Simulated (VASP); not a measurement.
Set up this calculation in VASP 6.6.1, as the native input.

```
Task                   : single point
Functional             : RPBE
Potentials or basis    : VASP PAW PBE potentials, release 64 (Re)
Cutoff                 : 520 eV
k mesh                 : 15 × 15 × 15
Occupations            : fermi-dirac, width 0.1 eV
Spin                   : no spin polarisation
Dipole correction      : no
Further INCAR settings : ALGO = Normal; EDIFF = 1e-06; NBANDS = 10
```

The structure of Re lies in POSCAR:

```
Re
1.0
    0.0000000000      1.9646837580      1.9646837580
    1.9646837580      0.0000000000      1.9646837580
    1.9646837580      1.9646837580      0.0000000000
Re
1
Direct
    0.0000000000      0.0000000000      0.0000000000
```

This isn't the form of Re at room conditions, which is hcp.

The input as run:

INCAR

```
SYSTEM = Re
ALGO = Normal
EDIFF = 1E-6
ENCUT = 520
GGA = RP
ISIF = 2
ISMEAR = -1
LASPH = .TRUE.
LCHARG = .FALSE.
LREAL = .FALSE.
LWAVE = .FALSE.
NBANDS = 10
NELM = 80
PREC = Accurate
SIGMA = 0.1
```

KPOINTS

```
k-points
0
G
  15 15 15
  0 0 0
```

Potentials or basis: VASP PAW PBE potentials, release 64 (Re).

The run is started by

```sh
$ cat potpaw_PBE.64/Re/POTCAR > POTCAR
$ mpirun -np 1 vasp_std > vasp.out
```

It gave:

```
Pressure               : -0.7 GPa
Band gap on the k mesh : zero (an odd number of electrons rules out a gap without spin polarisation)
```

Caveat: the PAW data sets were made with another functional, which shifts forces and pressure a little; spin-orbit coupling is left out, which moves the levels of the heavy elements.

It took 27 s on 1 thread of Intel Xeon 8259CL (shared host), peak memory 0.15 GiB.
